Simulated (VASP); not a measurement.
# Al4Ni (P-3m1) in VASP: further runs, part 2 of 2

VASP 6.6.1.

## 3. Single point, PBE, collinear spin, ferromagnetic start

This run uses another cell than the first one, of 15.09 Å³/atom, 1.162 times its volume.

Contents of INCAR:

```
SYSTEM = Al4Ni
  ALGO = Fast
  EDIFF = 1E-7
  ENCUT = 520
  GGA = PE
  ISIF = 2
  ISMEAR = 0
  ISPIN = 2
  LASPH = .True.
  LCHARG = .False.
  LMAXMIX = 4
  LORBIT = 11
  LREAL = .False.
  LWAVE = .False.
  MAGMOM = 0 0 0 0 2
  NBANDS = 23
  NELM = 150
  PREC = Accurate
  SIGMA = 0.1
```

Contents of KPOINTS:

```
k-points
0
Gamma
  6 6 2
  0 0 0
```

Contents of POSCAR:

```
Al4Ni
1.0
    2.8017864193      0.0000000028      0.0000000000
   -1.4008932121      2.4264182137      0.0000000000
    0.0000000000      0.0000000000     11.0968113090
Al Ni
4 1
Direct
    0.3333333333      0.6666666667      0.8300497243
    0.3333333333      0.6666666667      0.3836273356
    0.6666666667      0.3333333333      0.1699502757
    0.6666666667      0.3333333333      0.6163726644
    0.0000000000      0.0000000000      0.0000000000
```

Potentials or basis: VASP PAW PBE potentials, release 64 (Al, Ni).

Run with:

```sh
$ cat potpaw_PBE.64/Al/POTCAR potpaw_PBE.64/Ni/POTCAR > POTCAR
$ mpirun -np 1 vasp_std > vasp.out
```

OUTCAR:

```text
SYSTEM = Al4Ni
   EDIFF = 1E-7
   ENCUT = 520
   GGA = PE
   ISIF = 2
   ISMEAR = 0
   ISPIN = 2
   LASPH = .True.
   LORBIT = 11
   LREAL = .False.
   NELM = 150
   PREC = Accurate

 ion  position               nearest neighbor table
   1  0.333  0.667  0.830-   5 2.48   5 2.48   5 2.48   4 2.87   4 2.87   4 2.87
   2  0.333  0.667  0.384-   3 2.87   3 2.87   3 2.87   4 3.05   4 3.05   4 3.05
   3  0.667  0.333  0.170-   5 2.48   5 2.48   5 2.48   2 2.87   2 2.87   2 2.87
   4  0.667  0.333  0.616-   1 2.87   1 2.87   1 2.87   2 3.05   2 3.05   2 3.05
   5  0.000  0.000  0.000-   1 2.48   3 2.48   3 2.48   1 2.48   3 2.48   1 2.48

  LATTYP: Found a hexagonal cell.
 ALAT       =     2.8017864193
 C/A-ratio  =     3.9606199932

  Lattice vectors:

 A1 = (   2.8017864193,   0.0000000028,   0.0000000000)
 A2 = (  -1.4008932121,   2.4264182137,   0.0000000000)
 A3 = (   0.0000000000,   0.0000000000,  11.0968113090)

Analysis of symmetry for initial positions (statically):
=====================================================================
 Subroutine PRICEL returns:
 Original cell was already a primitive cell.

 Routine SETGRP: Setting up the symmetry group for a
 hexagonal supercell.

 Subroutine GETGRP returns: Found 12 space group operations
 (whereof 12 operations were pure point group operations)
 out of a pool of 24 trial point group operations.

The static configuration has the point symmetry D_3d.

Analysis of symmetry for dynamics (positions and initial velocities):
=====================================================================
 Subroutine PRICEL returns:
 Original cell was already a primitive cell.

 Routine SETGRP: Setting up the symmetry group for a
 hexagonal supercell.

 Subroutine GETGRP returns: Found 12 space group operations
 (whereof 12 operations were pure point group operations)
 out of a pool of 24 trial point group operations.

[... 160 lines left out ...]

 val. band max:        8.2118305434   @ k =   0.3333   0.1667   0.0000
 cond. band min:       8.2969217301   @ k =   0.5000  -0.0000   0.0000
 fundamental gap:      0.0850911867
 Fermi energy:         8.2608872947

 spin component 1

 k-point     1 :       0.0000    0.0000    0.0000
  band No.  band energies     occupation
      1      -2.6782      1.00000
      2      -1.7683      1.00000
      3      -1.0886      1.00000
      4       1.7530      1.00000
      5       2.5507      1.00000
      6       5.4444      1.00000
[... 353 lines left out ...]
     22      13.8936      0.00000
     23      13.8936      0.00000
 Fermi energy:         8.2608872947

 spin component 2

 k-point     1 :       0.0000    0.0000    0.0000
  band No.  band energies     occupation
      1      -2.6781      1.00000
      2      -1.7681      1.00000
      3      -1.0885      1.00000
      4       1.7531      1.00000
      5       2.5508      1.00000
      6       5.4446      1.00000
[... 353 lines left out ...]
     22      13.8937      0.00000
     23      13.8937      0.00000

------------------------ aborting loop because EDIFF is reached ----------------------------------------

  FORCE on cell =-STRESS in cart. coord.  units (eV):
  Direction    XX          YY          ZZ          XY          YZ          ZX
  --------------------------------------------------------------------------------------
  -------------------------------------------------------------------------------------
  Total       -0.0651473     -0.0651473      0.0016938      0.0000000      0.0000000     -0.0000000
  in kB       -1.3835920     -1.3835920      0.0359728      0.0000000      0.0000000     -0.0000000
  external PRESSURE =      -0.9104037 kB  Pullay stress =       0.0000000 kB

 VOLUME and BASIS-vectors are now :
 -----------------------------------------------------------------------------
  energy-cutoff  :      520.00
  volume of cell :       75.44
      direct lattice vectors                 reciprocal lattice vectors
     2.801786419  0.000000003  0.000000000     0.356915143  0.206065054  0.000000000
    -1.400893212  2.426418214  0.000000000    -0.000000000  0.412130108  0.000000000
     0.000000000  0.000000000 11.096811309     0.000000000  0.000000000  0.090115978

 POSITION                                       TOTAL-FORCE (eV/Angst)
 -----------------------------------------------------------------------------------
     -0.00000      1.61761      9.21091        -0.000000      0.000000      0.014984
     -0.00000      1.61761      4.25704        -0.000000      0.000000      0.014053
      1.40089      0.80881      1.88591         0.000000     -0.000000     -0.014984
      1.40089      0.80881      6.83977         0.000000     -0.000000     -0.014053
      0.00000      0.00000      0.00000        -0.000000     -0.000000      0.000000
 -----------------------------------------------------------------------------------
    total drift:                               -0.000000     -0.000000      0.000000

  FREE ENERGIE OF THE ION-ELECTRON SYSTEM (eV)
  ---------------------------------------------------
  free  energy   TOTEN  =       -21.3085782395 eV

  energy  without entropy=      -21.2990205657  energy(sigma->0) =      -21.30379940

 total charge

# of ion       s       p       d       tot
------------------------------------------
    1        0.421   0.368   0.000   0.790
    2        0.438   0.334   0.000   0.772
    3        0.421   0.368   0.000   0.790
    4        0.438   0.334   0.000   0.772
    5        0.449   0.464   8.429   9.342
--------------------------------------------------
tot          2.167   1.870   8.429  12.465

 magnetization (x)

# of ion       s       p       d       tot
------------------------------------------
    1       -0.000   0.000   0.000   0.000
    2       -0.000   0.000   0.000  -0.000
    3       -0.000   0.000   0.000   0.000
    4       -0.000   0.000   0.000  -0.000
    5        0.000   0.000   0.000   0.000
--------------------------------------------------
tot         -0.000   0.000   0.000   0.000
```

OSZICAR:

```text
N       E                     dE             d eps       ncg     rms          rms(c)
DAV:   1     0.680207815731E+02    0.68021E+02   -0.83479E+03  1288   0.854E+02
DAV:   2    -0.186705564368E+02   -0.86691E+02   -0.79279E+02  1386   0.174E+02
DAV:   3    -0.232050877652E+02   -0.45345E+01   -0.44312E+01  1671   0.420E+01
[... 10 lines left out ...]
RMM:  14    -0.213084287140E+02   -0.22075E-03   -0.70742E-04  1666   0.153E-01    0.119E-01
RMM:  15    -0.213085518174E+02   -0.12310E-03   -0.23193E-04  1664   0.111E-01    0.441E-02
RMM:  16    -0.213085751459E+02   -0.23328E-04   -0.75755E-05  1787   0.521E-02    0.233E-02
RMM:  17    -0.213085778871E+02   -0.27412E-05   -0.14522E-05  1825   0.215E-02    0.123E-02
RMM:  18    -0.213085782825E+02   -0.39546E-06   -0.25348E-06  1653   0.103E-02    0.473E-03
RMM:  19    -0.213085782395E+02    0.43080E-07   -0.76833E-07  1606   0.467E-03
   1 F= -.21308578E+02 E0= -.21303799E+02  d E =-.955767E-02  mag=     0.0004
```

stdout:

```text
POSCAR found type information on POSCAR AlNi
 POSCAR found :  2 types and       5 ions
 scaLAPACK will be used
 LDA part: xc-table for (Slater+PW92), standard interpolation
 POSCAR, INCAR and KPOINTS ok, starting setup
 FFT: planning ... GRIDC
 FFT: planning ... GRID_SOFT
 FFT: planning ... GRID
 WAVECAR not read
 entering main loop
```

Wall time 76 s (1 thread of Intel Xeon Platinum 8259CL at 2.50GHz (Skylake/Cascade Lake), shared host); peak memory 0.25 GiB.

What came out:

| Item | Value |
| --- | --- |
| Free energy | -21.3086 eV |
| Pressure | -0.1 GPa |
| Largest force | 0.015 eV/Å |
| Band gap on the k mesh | zero (filled and empty bands overlap) |
| Net moment | 0.00 μB per cell |
| Valence electrons inside the program's atomic spheres | Al 0.79, 0.77; Ni 9.34 |

Forces on the atoms (eV/Å):
```
Al   0.000  0.000  0.015
Al   0.000  0.000  0.014
Al   0.000  0.000 -0.015
Al   0.000  0.000 -0.014
Ni   0.000  0.000  0.000
```

Stress tensor (GPa, compression positive):
```
-0.14  0.00  0.00
 0.00 -0.14  0.00
 0.00  0.00  0.00
```

Caveat: the k points lie up to 0.43 Å⁻¹ apart; the starting moments collapsed, and a magnetic state may lie lower.

## 4. Single point, PBE

This run uses another cell than the first one, of 15.00 Å³/atom, 1.155 times its volume.

Contents of INCAR:

```
  PREC = Accurate
  ENCUT = 520
  EDIFF = 1E-6
  ISMEAR = 0
  SIGMA = 0.1
  LREAL = False
  LASPH = True
  NELM = 60
  ALGO = Fast
  ISIF = 2
  LWAVE = False
  LCHARG = False
  GGA = PE
  NBANDS = 19
```

Contents of KPOINTS:

```
Automatic mesh
0
Gamma
  18 18 4
```

Contents of POSCAR:

```
Al4Ni
1.0
    2.8054710502      0.0000000000      0.0000000000
   -1.4027355251      2.4296091991      0.0000000000
    0.0000000000      0.0000000000     11.0028269676
Al Ni
4 1
Direct
    0.3333333333      0.6666666667      0.8284872606
    0.3333333333      0.6666666667      0.3894421441
    0.6666666667      0.3333333333      0.1715127394
    0.6666666667      0.3333333333      0.6105578559
    0.0000000000      0.0000000000      0.0000000000
```

Run with:

```sh
$ cat potpaw_PBE.64/Al/POTCAR potpaw_PBE.64/Ni/POTCAR > POTCAR
$ mpirun -np 1 vasp_std > vasp.out
```

It took 4 min on 1 thread of Intel Xeon Platinum 8259CL at 2.50GHz (Skylake/Cascade Lake), shared host; peak memory 0.33 GiB.

It converged, with:

* Free energy: -21.2197 eV
* Pressure: -0.1 GPa
* Band gap on the k mesh: zero (band 11 reaches 9.94 eV, above the bottom of band 12 at 7.55 eV)

Levels at points of the mesh, in eV from the Fermi level:
```tsv
k point	band 9	band 10	band 11	band 12	band 13	band 14
(0.00, 0.00, 0.00)	-1.45	-1.45	-0.50	1.17	7.43	8.61
(0.50, 0.00, 0.00)	-1.77	-0.70	-0.64	-0.55	-0.02	1.47
(0.00, 0.00, 0.50)	-1.62	-1.45	-1.45	3.29	4.71	11.13
(0.50, 0.00, 0.50)	-1.80	-1.77	-1.01	-0.64	0.37	2.38
```
